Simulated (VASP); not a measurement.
A run of VASP 6.6.1 is set up as follows.

Contents of INCAR:

```
PREC     = Accurate       # precision mode
ENCUT    = 700            # plane-wave cutoff, eV
EDIFF    = 1E-6           # SCF threshold, eV
ISMEAR   = -1             # smearing method
SIGMA    = 0.05           # smearing width, eV
LREAL    = F              # projectors in reciprocal space
LASPH    = T              # aspherical terms in the spheres
NELM     = 200            # most SCF steps
ALGO     = Normal         # electronic algorithm
ISIF     = 2              # what is computed and relaxed
LWAVE    = F              # write WAVECAR
LCHARG   = F              # write CHGCAR
ISPIN    = 2              # spin polarisation
MAGMOM   = 4 0            # initial moments
LORBIT   = 11             # projections on sites
LMAXMIX  = 4              # l up to which the mixer works
GGA      = CA             # functional
NBANDS   = 22             # bands
GGA_COMPAT= F
```

KPOINTS

```
regular mesh
0
Gamma
  10 10 10
```

File POSCAR:

```
MnO
1.0
    0.0000000000      2.2531730023      2.2531730023
    2.2531730023      0.0000000000      2.2531730023
    2.2531730023      2.2531730023      0.0000000000
Mn O
1 1
Direct
    0.0000000000      0.0000000000      0.0000000000
    0.5000000000      0.5000000000      0.5000000000
```

Potentials or basis: VASP PAW LDA potentials, release 64 (Mn_sv, O).

Launch:

```console
$ cat potpaw_LDA.64/Mn_sv/POTCAR potpaw_LDA.64/O/POTCAR > POTCAR
$ mpirun -np 1 vasp_std > vasp.out
```

Estimate the net moment.

4.66 μB per cell.

Predict the pressure.

-20.6 GPa.

Caveat: the cell stands under tension; a cell with one magnetic atom can't hold antiferromagnetic order, which such compounds often take.
